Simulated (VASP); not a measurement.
CsSb6:

```
CELL_PARAMETERS angstrom
6.01448 0.00000 0.00000
0.00000 6.01448 0.00000
0.00000 0.00000 6.01448
ATOMIC_POSITIONS crystal
Cs 0.00000 0.00000 0.00000
Sb 0.19895 0.50000 0.50000
Sb 0.50000 0.50000 0.80105
Sb 0.50000 0.50000 0.19895
Sb 0.50000 0.19895 0.50000
Sb 0.50000 0.80105 0.50000
Sb 0.80105 0.50000 0.50000
```

The cell was built from a structure type or drawn by symmetry, and may not be a known phase.

```yaml
Program: VASP 6.6.1
Task: relaxation of cell and atoms
Functional: PBE
Potentials_or_basis: VASP PAW PBE potentials, release 64 (Cs_sv, Sb)
Cutoff: 600 eV
k_mesh: 4 × 4 × 4
Occupations: gaussian, width 0.1 eV
Spin: no spin polarisation
```

At the start: pressure 48.5 GPa; volume 31.08 Å³/atom.

Q: Where does the relaxation end?

A: Over 23 steps the energy falls by 2265.3 meV/atom and the volume is 57.30 Å³/atom (+84.4 %); space group Pm-3m (No. 221, to 0.1 Å) before and after.

The path:
```
step  energy change (eV)  largest force (eV/Å)  pressure (GPa)  volume (Å³)
   1              0.0000                6.3585           48.52       217.57
   2            -13.3262                0.0387           -0.93       668.93
   3            -13.5034                0.1634           -0.88       638.64
   4            -13.6685                0.3619           -0.81       611.49
   5            -14.3422                3.2249            3.23       381.26
   6            -14.2869                1.9677            0.54       483.32
   7            -14.3636                2.2691            1.02       457.83
   8            -14.5766                0.1956           -1.96       494.90
   9            -14.7384                0.3322           -0.96       477.63
  10            -14.9048                0.4707           -0.86       457.33
  11            -15.3704                0.9184            0.14       399.90
  12            -13.3281                1.1333           10.84       299.87
  13            -15.3461                1.0763            0.68       389.81
  14            -15.3653                1.0663            1.53       372.20
  15            -15.4179                0.9445            1.70       367.84
  16            -15.4701                0.5885            2.58       355.64
  17            -15.5888                0.3835            2.12       361.23
  18            -15.7858                0.0512            1.13       378.34
  19            -15.7802                0.3959            0.06       414.17
  20            -15.8285                0.3208            0.41       398.87
  21            -15.8323                0.2697            0.57       393.54
  22            -15.8498                0.1484            0.29       396.89
  23            -15.8571                0.0115           -0.04       401.11
```

Final structure:
```
Cs Sb
1.0
     7.37485    0.00000    0.00000
     0.00000    7.37485    0.00000
     0.00000    0.00000    7.37485
Cs Sb
1 6
Cartesian
  0.0000 0.0000 0.0000
  1.4722 3.6874 3.6874
  3.6874 3.6874 5.9026
  3.6874 3.6874 1.4722
  3.6874 1.4722 3.6874
  3.6874 5.9026 3.6874
  5.9026 3.6874 3.6874
```

Caveat: the volume moved by over 15 % at a fixed basis, so the end points are rough.
